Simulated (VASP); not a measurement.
# MnSb (P6_3/mmc) in VASP: further runs

MnSb is run at these levels: PBE-based screened hybrid with 25 % exact exchange, PBEsol; tasks: single point.

Program: VASP 6.6.1. These are calculated values, not measurements. Logs are shortened: lines on timing, memory, paths and dates and some standing lists are left out, and cuts for length are marked.

**1. The cell of the first run**

It takes space group P6_3/mmc (No. 194, hexagonal). The conventional cell has a = 4.150 Å, b = 4.150 Å, c = 5.780 Å, α = 90.00°, β = 90.00°, γ = 120.00°. Within 3.8 Å of Sb (site symmetry -6m2) lie 6 Mn at 2.80 Å and 6 Sb at 3.75 Å. Within 3.7 Å of Mn (site symmetry -3m) lie 6 Sb at 2.80 Å and 2 Mn at 2.89 Å.

**2. Single point, PBE-based screened hybrid with 25 % exact exchange, collinear spin, ferromagnetic start**

File POSCAR:

```
MnSb
1.0
    4.1500000000      0.0000000000      0.0000000000
   -2.0750000000      3.5940054257      0.0000000000
    0.0000000000      0.0000000000      5.7800000000
Sb Mn
2 2
Direct
    0.6666666667      0.3333333333      0.7500000000
    0.3333333333      0.6666666667      0.2500000000
    0.0000000000      0.0000000000      0.5000000000
    0.0000000000      0.0000000000      0.0000000000
```

File INCAR.step1:

```
SYSTEM = MnSb
  PREC = Accurate
  ENCUT = 520
  EDIFF = 1E-5
  ISMEAR = -1
  SIGMA = 0.05
  LREAL = .False.
  LASPH = .True.
  NELM = 150
  ALGO = Normal
  ISIF = 2
  LWAVE = .True.
  LCHARG = .False.
  ISPIN = 2
  MAGMOM = 0 0 4 4
  LORBIT = 11
  LMAXMIX = 4
  GGA = PE
  NBANDS = 30
  LUSENCCL = .False.
```

File INCAR.step2:

```
SYSTEM = MnSb
  PREC = Accurate
  ENCUT = 520
  EDIFF = 1E-7
  ISMEAR = -1
  SIGMA = 0.05
  LREAL = .False.
  LASPH = .True.
  NELM = 150
  ALGO = Normal
  ISIF = 2
  LWAVE = .False.
  LCHARG = .False.
  ISPIN = 2
  MAGMOM = 0 0 4 4
  LORBIT = 11
  LMAXMIX = 4
  GGA = PE
  LHFCALC = .True.
  AEXX = 0.25
  HFSCREEN = 0.2
  PRECFOCK = Normal
  ISTART = 1
  NBANDS = 30
  LUSENCCL = .False.
```

File KPOINTS:

```
Automatic mesh
0
Gamma
  4 4 3
  0 0 0
```

Potentials or basis: VASP PAW PBE potentials, release 64 (Sb, Mn_pv).

Started as:

```console
> cat potpaw_PBE.64/Sb/POTCAR potpaw_PBE.64/Mn_pv/POTCAR > POTCAR
> cp INCAR.step1 INCAR
> mpirun -np 1 vasp_std > vasp.out
> cp INCAR.step2 INCAR
> mpirun -np 1 vasp_std > vasp.out
```

OUTCAR:

```text
SYSTEM = MnSb
   PREC = Accurate
   ENCUT = 520
   EDIFF = 1E-7
   ISMEAR = -1
   LREAL = .False.
   LASPH = .True.
   NELM = 150
   ISIF = 2
   ISPIN = 2
   LORBIT = 11
   GGA = PE
   LHFCALC = .True.
   AEXX = 0.25
   HFSCREEN = 0.2
   PRECFOCK = Normal
   ISTART = 1

 ion  position               nearest neighbor table
   1  0.667  0.333  0.750-   3 2.80   4 2.80   3 2.80   4 2.80   3 2.80   4 2.80   2 3.75   2 3.75
                             2 3.75   2 3.75   2 3.75   2 3.75
   2  0.333  0.667  0.250-   3 2.80   4 2.80   3 2.80   4 2.80   3 2.80   4 2.80   1 3.75   1 3.75
                             1 3.75   1 3.75   1 3.75   1 3.75
   3  0.000  0.000  0.500-   1 2.80   2 2.80   2 2.80   1 2.80   1 2.80   2 2.80   4 2.89   4 2.89

   4  0.000  0.000  0.000-   1 2.80   2 2.80   2 2.80   1 2.80   1 2.80   2 2.80   3 2.89   3 2.89

  LATTYP: Found a hexagonal cell.
 ALAT       =     4.1500000000
 C/A-ratio  =     1.3927710843

  Lattice vectors:

 A1 = (   4.1500000000,   0.0000000000,   0.0000000000)
 A2 = (  -2.0750000000,   3.5940054257,   0.0000000000)
 A3 = (   0.0000000000,   0.0000000000,   5.7800000000)

Analysis of symmetry for initial positions (statically):
=====================================================================
 Subroutine PRICEL returns:
 Original cell was already a primitive cell.

 Routine SETGRP: Setting up the symmetry group for a
 hexagonal supercell.

 Subroutine GETGRP returns: Found 24 space group operations
 (whereof 12 operations were pure point group operations)
 out of a pool of 24 trial point group operations.

The static configuration has the point symmetry D_3d.
 The point group associated with its full space group is D_6h.

Analysis of symmetry for dynamics (positions and initial velocities):
=====================================================================
 Subroutine PRICEL returns:
 Original cell was already a primitive cell.

 Routine SETGRP: Setting up the symmetry group for a
 hexagonal supercell.

 Subroutine GETGRP returns: Found 24 space group operations
 (whereof 12 operations were pure point group operations)
 out of a pool of 24 trial point group operations.

The dynamic configuration has the point symmetry D_3d.
 The point group associated with its full space group is D_6h.

Analysis of structural, dynamic, and magnetic symmetry:
=====================================================================
 Subroutine PRICEL returns:
 Original cell was already a primitive cell.

 Routine SETGRP: Setting up the symmetry group for a
 hexagonal supercell.

 Subroutine GETGRP returns: Found 24 space group operations
 (whereof 12 operations were pure point group operations)
 out of a pool of 24 trial point group operations.

The overall configuration has the point symmetry D_3d.
 The point group associated with its full space group is D_6h.

 Subroutine INISYM returns: Found 24 space group operations
 (whereof 12 operations are pure point group operations),
 and found     1 'primitive' translations

----------------------------------------------------------------------------------------

                                     Primitive cell

  volume of cell :      86.2094

  direct lattice vectors                    reciprocal lattice vectors
     4.150000000  0.000000000  0.000000000     0.240963855  0.139120547 -0.000000000
    -2.075000000  3.594005426  0.000000000     0.000000000  0.278241094  0.000000000
     0.000000000  0.000000000  5.780000000     0.000000000 -0.000000000  0.173010381

  length of vectors
     4.150000000  4.150000000  5.780000000     0.278241094  0.278241094  0.173010381

  position of ions in fractional coordinates (direct lattice)
     0.666666667  0.333333333  0.750000000
     0.333333333  0.666666667  0.250000000
     0.000000000  0.000000000  0.500000000
     0.000000000  0.000000000  0.000000000

  ion indices of the primitive-cell ions
   primitive index   ion index
                 1           1
                 2           2
                 3           3
                 4           4

----------------------------------------------------------------------------------------

 KPOINTS: Automatic mesh

Automatic generation of k-mesh.
 Grid dimensions read from file:
 generate k-points for:    4    4    3

 Generating k-lattice:

  Cartesian coordinates                     Fractional coordinates (reciprocal lattice)
     0.060240964  0.034780137 -0.000000000     0.250000000  0.000000000  0.000000000
     0.000000000  0.069560273  0.000000000     0.000000000  0.250000000  0.000000000
     0.000000000 -0.000000000  0.057670127     0.000000000  0.000000000  0.333333333

  Length of vectors
     0.069560273  0.069560273  0.057670127

  Shift w.r.t. Gamma in fractional coordinates (k-lattice)
     0.000000000  0.000000000  0.000000000

 Subroutine IBZKPT returns following result:
 ===========================================

 Found      8 irreducible k-points:

 Following reciprocal coordinates:
            Coordinates               Weight
  0.000000  0.000000  0.000000      1.000000
  0.250000  0.000000  0.000000      6.000000
  0.500000  0.000000  0.000000      3.000000
  0.250000  0.250000  0.000000      6.000000
  0.000000  0.000000  0.333333      2.000000
  0.250000  0.000000  0.333333     12.000000
  0.500000  0.000000  0.333333      6.000000
  0.250000  0.250000  0.333333     12.000000
   k-points           NKPTS =      8   k-points in BZ     NKDIM =     48   number of bands    NBANDS=     30
   number of dos      NEDOS =    301   number of ions     NIONS =      4
   total plane-waves  NPLWV =  49152
   dimension x,y,z NGX =    32 NGY =   32 NGZ =   48
   dimension x,y,z NGXF=    64 NGYF=   64 NGZF=   96
   ions per type =               2   2
   NGX,Y,Z   is equivalent  to a cutoff of  12.82, 12.82, 13.81 a.u.
   NGXF,Y,Z  is equivalent  to a cutoff of  25.64, 25.64, 27.61 a.u.
 SYSTEM =  MnSb
   PREC   = accura    normal or accurate (medium, high low for compatibility)
   ISTART =      1    job   : 0-new  1-cont  2-samecut
   ICHARG =      0    charge: 1-file 2-atom 10-const
   ISPIN  =      2    spin polarized calculation?
   LNONCOLLINEAR =      F non collinear calculations
   LSORBIT =      F    spin-orbit coupling
   LASPH  =      T    aspherical Exc in radial PAW
   ENCUT  =  520.0 eV  38.22 Ry    6.18 a.u.   7.72  7.72 10.75*2*pi/ulx,y,z
   NELM   =    150;   NELMIN=  2; NELMDL=  0     # of ELM steps
   EDIFF  = 0.1E-06   stopping-criterion for ELM
   LREAL  =      F    real-space projection
   EDIFFG = 0.1E-05   stopping-criterion for IOM
   NSW    =      0    number of steps for IOM
   IBRION =     -1    ionic relax: 0-MD 1-quasi-New 2-CG
   NFREE  =      0    steps in history (QN), initial steepest desc. (CG)
   ISIF   =      2    stress and relaxation
   ISYM   =      3    0-nonsym 1-usesym 2-fastsym
   POTIM  = 0.5000    time-step for ionic-motion
   TEBEG  =    0.0;   TEEND  =   0.0 temperature during run
   PSTRESS=    0.0 pullay stress
   NELECT =      36.0000    total number of electrons
   NUPDOWN=      -1.0000    fix difference up-down
   EMIN   =  10.00;   EMAX   =-10.00  energy-range for DOS
   EFERMI =   0.00;   METHOD = LEGACY
   ISMEAR =    -1;   SIGMA  =   0.05  broadening in eV -4-tet -1-fermi 0-gaus
   EFERMI_NEDOS =   21; number of points for ismear=-14 and -15
   IALGO  =     38    algorithm
   IMIX   =      1    mixing-type and parameters
     AMIX     =   0.40;   BMIX     =  1.00
     AMIX_MAG =   1.60;   BMIX_MAG =  1.00
  volume/ion in A,a.u.               =      21.55       145.44
  Fermi-wavevector in a.u.,A,eV,Ry     =   1.223651  2.312364 20.372288  1.497321
  Thomas-Fermi vector in A             =   2.358754
   LORBIT       =     11    0 simple, 1 ext, 2 COOP (PROOUT), +10 PAW based schemes
   GGA     = PE    functional components
   LHFCALC =     T    Hartree Fock is set to
   PRECFOCK=normal    Normal, Fast or Accurate (Low or Medium for compatibility)
   ENCUT4O =  -1.0   cutoff for four orbital integrals eV
   NKREDX  =     1    reduce k-point grid by
   NKREDY  =     1    reduce k-point grid by
   NKREDZ  =     1    reduce k-point grid by
   AEXX    =    0.2500 exact exchange contribution
   HFSCREEN=    0.2000 screening length (either q_TF or 0.3 A-1)
   HFSCREENC=   0.2000 screening length for correlation (either q_TF or 0.3 A-1)
   ENCUTFOCK=  -1.0 apply spherical cutoff to Coloumb kernel
   IVDW    =     0    specifies the selected vdW correction
   LEPSILON=     F    determine dielectric tensor
   LRPA    =     F    only Hartree local field effects (RPA)
 spin polarized calculation
  energy-cutoff  :      520.00
  volume of cell :       86.21
 maximum number of plane-waves:      2338
 NGX is ok and might be reduce to    32
  NGX = 24; NGY = 24; NGZ = 36

 number of electron      36.0000011 magnetization       7.9994427

 Free energy of the ion-electron system (eV)
  ---------------------------------------------------
  ext. energy  EPLUGINS =         0.00000000
  ---------------------------------------------------
  free energy    TOTEN  =       -37.23817218 eV

  energy without entropy =      -37.23313751  energy(sigma->0) =      -37.23565485

 E-fermi :   7.7157     XC(G=0):  -8.7466

 val. band max:        7.5932300332   @ k =   0.2500   0.2500   0.0000
 cond. band min:       7.8228618180   @ k =   0.2500   0.2500   0.0000
 fundamental gap:      0.2296317848
 Fermi energy:         7.7156650218

 spin component 1

 k-point     1 :       0.0000    0.0000    0.0000
  band No.  band energies     occupation
      1     -47.5663      1.00000
      2     -47.5435      1.00000
      3     -47.5435      1.00000
      4     -47.5358      1.00000
      5     -47.5358      1.00000
      6     -47.4806      1.00000
[... 22 lines left out ...]
     29      15.4368      0.00000
     30      15.4368      0.00000

 k-point     2 :       0.2500    0.0000    0.0000
  band No.  band energies     occupation
      1     -47.5659      1.00000
      2     -47.5439      1.00000
      3     -47.5435      1.00000
      4     -47.5361      1.00000
      5     -47.5358      1.00000
      6     -47.4803      1.00000
[... 190 lines left out ...]
 k-point     8 :       0.2500    0.2500    0.3333
  band No.  band energies     occupation
      1     -47.5443      1.00000
      2     -47.5422      1.00000
      3     -47.5418      1.00000
      4     -47.5383      1.00000
      5     -47.5379      1.00000
      6     -47.5015      1.00000
[... 22 lines left out ...]
     29      14.9590      0.00000
     30      16.5302      0.00000
 Fermi energy:         7.7156650218

 spin component 2

 k-point     1 :       0.0000    0.0000    0.0000
  band No.  band energies     occupation
      1     -41.4684      1.00000
      2     -41.4470      1.00000
      3     -41.4470      1.00000
      4     -41.4340      1.00000
      5     -41.4340      1.00000
      6     -41.3611      1.00000
[... 22 lines left out ...]
     29      16.4790      0.00000
     30      16.4790      0.00000

 k-point     2 :       0.2500    0.0000    0.0000
  band No.  band energies     occupation
      1     -41.4686      1.00000
      2     -41.4500      1.00000
      3     -41.4483      1.00000
      4     -41.4370      1.00000
      5     -41.4343      1.00000
      6     -41.3610      1.00000
[... 190 lines left out ...]
 k-point     8 :       0.2500    0.2500    0.3333
  band No.  band energies     occupation
      1     -41.4487      1.00000
      2     -41.4469      1.00000
      3     -41.4421      1.00000
      4     -41.4417      1.00000
      5     -41.4396      1.00000
      6     -41.3878      1.00000
[... 22 lines left out ...]
     29      15.9981      0.00000
     30      17.0093      0.00000

------------------------ aborting loop because EDIFF is reached ----------------------------------------

  FORCE on cell =-STRESS in cart. coord.  units (eV):
  Direction    XX          YY          ZZ          XY          YZ          ZX
  --------------------------------------------------------------------------------------
  -------------------------------------------------------------------------------------
  Total        1.7125343      1.7125343      3.4318591      0.0000000     -0.0000000      0.0000000
  in kB       31.8269621     31.8269621     63.7801251      0.0000000     -0.0000000      0.0000000
  external PRESSURE =      42.4780164 kB  Pullay stress =       0.0000000 kB

 VOLUME and BASIS-vectors are now :
 -----------------------------------------------------------------------------
  energy-cutoff  :      520.00
  volume of cell :       86.21
      direct lattice vectors                 reciprocal lattice vectors
     4.150000000  0.000000000  0.000000000     0.240963855  0.139120547 -0.000000000
    -2.075000000  3.594005426  0.000000000     0.000000000  0.278241094  0.000000000
     0.000000000  0.000000000  5.780000000     0.000000000 -0.000000000  0.173010381

 POSITION                                       TOTAL-FORCE (eV/Angst)
 -----------------------------------------------------------------------------------
      2.07500      1.19800      4.33500         0.000000      0.000000      0.000000
     -0.00000      2.39600      1.44500        -0.000000      0.000000     -0.000000
      0.00000      0.00000      2.89000        -0.000000      0.000000      0.000000
      0.00000      0.00000      0.00000        -0.000000      0.000000      0.000000
 -----------------------------------------------------------------------------------
    total drift:                                0.000001     -0.000000     -0.000004

  FREE ENERGIE OF THE ION-ELECTRON SYSTEM (eV)
  ---------------------------------------------------
  free  energy   TOTEN  =       -37.2381721804 eV

  energy  without entropy=      -37.2331375144  energy(sigma->0) =      -37.23565485

 total charge

# of ion       s       p       d       tot
------------------------------------------
    1        1.178   1.504   0.035   2.717
    2        1.178   1.504   0.035   2.717
    3        0.285   6.232   4.924  11.441
    4        0.285   6.232   4.924  11.441
--------------------------------------------------
tot          2.926  15.472   9.917  28.316

 magnetization (x)

# of ion       s       p       d       tot
------------------------------------------
    1        0.025  -0.264   0.005  -0.234
    2        0.025  -0.264   0.005  -0.234
    3        0.047   0.033   4.090   4.171
    4        0.047   0.033   4.090   4.171
--------------------------------------------------
tot          0.144  -0.461   8.190   7.873
```

Run time: 32 min. Hardware: 1 × NVIDIA H100 80GB with 1 thread of AMD EPYC 7R13 (Zen 3), shared host; peak memory 1.3 GiB.

What came out:

| Property | Result |
| --- | --- |
| Free energy | -37.2382 eV |
| Pressure | 4.2 GPa |
| Band gap on the k mesh | zero (filled and empty bands overlap) |
| Net moment | 8.00 μB per cell |
| Site moments | Sb -0.23; Mn +4.17 μB |
| Valence electrons inside the program's atomic spheres | Sb 2.72; Mn 11.44 |

Stress tensor (GPa, compression positive):
```
3.18 0.00 0.00
0.00 3.18 0.00
0.00 0.00 6.38
```

Levels at points of the mesh, in eV from the Fermi level:
Spin up:
```
           k point  band 19  band 20  band 21  band 22  band 23  band 24  band 25  band 26
(0.00, 0.00, 0.00)    -2.99     0.38     0.38     1.83     1.83     3.14     3.17     4.52
(0.50, 0.00, 0.00)    -3.80    -3.23    -2.75    -2.73    -0.14     2.85     3.37     4.53
```
Spin down:
```
           k point  band 11  band 12  band 13  band 14  band 15  band 16  band 17  band 18
(0.00, 0.00, 0.00)    -2.73     0.22     0.22     0.25     1.27     1.27     1.66     1.66
(0.50, 0.00, 0.00)    -3.50    -2.80    -2.70    -2.19    -0.23     2.23     2.28     2.41
```

Caveat: the k points lie up to 0.44 Å⁻¹ apart, too coarse for converged energies and pressures of a metal; the PAW data sets were made with another functional, which shifts forces and pressure a little; spin-orbit coupling is left out, which moves the levels of the heavy elements; only a ferromagnetic start was run, and an antiferromagnetic order may lie lower in energy.

**3. Single point, PBE-based screened hybrid with 25 % exact exchange, collinear spin, ferromagnetic start**

POSCAR is that of step 2.

File INCAR.step1:

```
SYSTEM = MnSb
PREC = Accurate
ENCUT = 520
EDIFF = 1E-5
ISMEAR = -1
SIGMA = 0.05
LREAL = .FALSE.
LASPH = .TRUE.
NELM = 150
ALGO = Normal
ISIF = 2
LWAVE = .TRUE.
LCHARG = .FALSE.
ISPIN = 2
MAGMOM = 0 0 4 4
LORBIT = 11
LMAXMIX = 4
GGA = PE
NBANDS = 30
LUSENCCL = .FALSE.
```

File INCAR.step2:

```
SYSTEM = MnSb
PREC = Accurate
ENCUT = 520
EDIFF = 1E-6
ISMEAR = -1
SIGMA = 0.05
LREAL = .FALSE.
LASPH = .TRUE.
NELM = 150
ALGO = Normal
ISIF = 2
LWAVE = .FALSE.
LCHARG = .FALSE.
ISPIN = 2
MAGMOM = 0 0 4 4
LORBIT = 11
LMAXMIX = 4
GGA = PE
LHFCALC = .TRUE.
AEXX = 0.25
HFSCREEN = 0.3
PRECFOCK = Normal
ISTART = 1
NBANDS = 30
LUSENCCL = .FALSE.
```

File KPOINTS:

```
regular mesh
0
G
  4 4 3
  0 0 0
```

Potentials or basis: VASP PAW PBE potentials, release 64 (Sb, Mn_pv).

Started as:

```console
> cat potpaw_PBE.64/Sb/POTCAR potpaw_PBE.64/Mn_pv/POTCAR > POTCAR
> cp INCAR.step1 INCAR
> mpirun -np 1 vasp_std > vasp.out
> cp INCAR.step2 INCAR
> mpirun -np 1 vasp_std > vasp.out
```

Run time: 29 min. Hardware: 1 × NVIDIA H100 80GB with 1 thread of AMD EPYC 7R13 (Zen 3), shared host; peak memory 1.3 GiB.

It converged, with:

- Free energy: -35.7977 eV
- Pressure: 4.4 GPa
- Band gap on the k mesh: zero (filled and empty bands overlap)
- Net moment: 8.00 μB per cell
- Site moments: Sb -0.23; Mn +4.16 μB
- Valence electrons inside the program's atomic spheres: Sb 2.71; Mn 11.45

Stress tensor (GPa, compression positive):
```
3.42 0.00 0.00
0.00 3.42 0.00
0.00 0.00 6.44
```

Levels at points of the mesh, in eV from the Fermi level:
Spin up:
| k point | band 19 | band 20 | band 21 | band 22 | band 23 | band 24 | band 25 | band 26 |
| --- | --- | --- | --- | --- | --- | --- | --- | --- |
| (0.00, 0.00, 0.00) | -2.82 | 0.37 | 0.37 | 1.79 | 1.79 | 3.03 | 3.06 | 4.40 |
| (0.50, 0.00, 0.00) | -3.66 | -3.14 | -2.61 | -2.61 | -0.15 | 2.78 | 3.28 | 4.44 |
Spin down:
```tsv
k point	band 11	band 12	band 13	band 14	band 15	band 16	band 17	band 18
(0.00, 0.00, 0.00)	-2.60	0.15	0.25	0.25	1.15	1.15	1.55	1.55
(0.50, 0.00, 0.00)	-3.35	-2.67	-2.56	-2.06	-0.29	2.05	2.14	2.25
```

Caveat: the k points lie up to 0.44 Å⁻¹ apart, too coarse for converged energies and pressures of a metal; the PAW data sets were made with another functional, which shifts forces and pressure a little; spin-orbit coupling is left out, which moves the levels of the heavy elements; only a ferromagnetic start was run, and an antiferromagnetic order may lie lower in energy.

**4. Single point, PBEsol, collinear spin, zero start**

File INCAR:

```
PREC = Accurate ; ENCUT = 520
EDIFF = 1E-6 ; ISMEAR = -1
SIGMA = 0.05 ; LREAL = F
LASPH = T ; NELM = 150
ALGO = Normal ; ISIF = 2
LWAVE = F ; LCHARG = T
ISPIN = 2 ; MAGMOM = 0 0 0 0
LORBIT = 11 ; NUPDOWN = 0.0
LMAXMIX = 4 ; GGA = PS
LELF = T ; LVHAR = T
NBANDS = 30
```

File KPOINTS:

```
Automatic mesh
0
Gamma
  6 6 4
```

POSCAR is that of step 3.

Started as:

```console
> cat potpaw_PBE.64/Sb/POTCAR potpaw_PBE.64/Mn_pv/POTCAR > POTCAR
> mpirun -np 1 vasp_std > vasp.out
```

Wall time 42 s (1 thread of Intel Xeon 6975P-C (Granite Rapids), shared host); peak memory 0.29 GiB.

Results (log left out):

| Property | Result |
| --- | --- |
| Free energy | -26.3081 eV |
| Pressure | -20.0 GPa |
| Net moment | 0.00 μB per cell |
| Valence electrons inside the program's atomic spheres | Sb 2.37; Mn 11.58 |

Stress tensor (GPa, compression positive):
```
-17.53   0.00   0.00
  0.00 -17.53   0.00
  0.00   0.00 -24.90
```

Caveat: the cell stands under tension; the PAW data sets were made with another functional, which shifts forces and pressure a little; spin-orbit coupling is left out, which moves the levels of the heavy elements; the total moment is fixed, so each spin has its own Fermi level.

[end of part 1 of 2]
